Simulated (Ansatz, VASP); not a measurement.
**Two plane-wave programs on N**

File POSCAR:

```
N
1.0
   12.0000000000      0.0000000000      0.0000000000
    0.0000000000     12.0000000000      0.0000000000
    0.0000000000      0.0000000000     12.0000000000
N
2
Direct
    0.5000000000      0.5000000000      0.4542500000
    0.5000000000      0.5000000000      0.5457500000
```

File INCAR.step1:

```
ALGO = Normal
EDIFF = 1E-5
ENCUT = 1000
GGA = PE
GGA_COMPAT = False
ISIF = 2
ISMEAR = 0
LASPH = True
LCHARG = False
LREAL = False
LWAVE = True
NBANDS = 12
NELM = 120
NELMDL = -8
PREC = Accurate
SIGMA = 0.01
```

INCAR.step2

```
AEXX = 0.25
ALGO = Normal
EDIFF = 1E-6
ENCUT = 1000
GGA = PE
GGA_COMPAT = False
ISIF = 2
ISMEAR = 0
ISTART = 1
LASPH = True
LCHARG = False
LHFCALC = True
LREAL = False
LWAVE = False
NBANDS = 12
NELM = 120
PREC = Accurate
PRECFOCK = Normal
SIGMA = 0.01
```

File KPOINTS:

```
k-points
0
Gamma
  1 1 1
```

Input for Ansatz:

```yaml
crystal:
  lattice:
    - [12.0, 0.0, 0.0]
    - [0.0, 12.0, 0.0]
    - [0.0, 0.0, 12.0]
  atoms:
    - { symbol: "N", position: [0.5, 0.5, 0.45425] }
    - { symbol: "N", position: [0.5, 0.5, 0.54575] }
scf:
  occupations: { method: fixed }
output:
  forces: true
  stress: false
  core_levels: { shells: { "N": "1s" } }
  write_density: true
  write_potential: true
  elf: true
  volumetric_format: npy
hamiltonian:
  xc: pbe0
kpoints:
  mp_grid: { grid: [1, 1, 1] }
```

Alike in both runs: task single point; functional PBE0; k mesh 1 × 1 × 1; no spin polarisation.

|  | VASP | Ansatz |
| --- | --- | --- |
| version | VASP 6.6.1 | Ansatz 0.2.0 |
| potentials or method | VASP PAW PBE potentials, release 64 (N_h) | scalar-relativistic, plane waves, PAW |
| plane-wave cutoff (eV) | 1000 | 420 |
| occupations | gaussian, width 0.01 eV | fixed |
| valence electrons in the cell | 10 | 10 |

|  | VASP | Ansatz | Ansatz less VASP |
| --- | --- | --- | --- |
| gap on the k mesh at the Fermi level (eV) | 11.57 | 11.56 | -0.011 |
| rms of the force components (eV/Å) | 0.750 | 0.823 | +0.0728 |

Atom by atom the forces differ by 0.073 eV/Å (rms over components). Ansatz's warnings: xc potential rough in thin density.
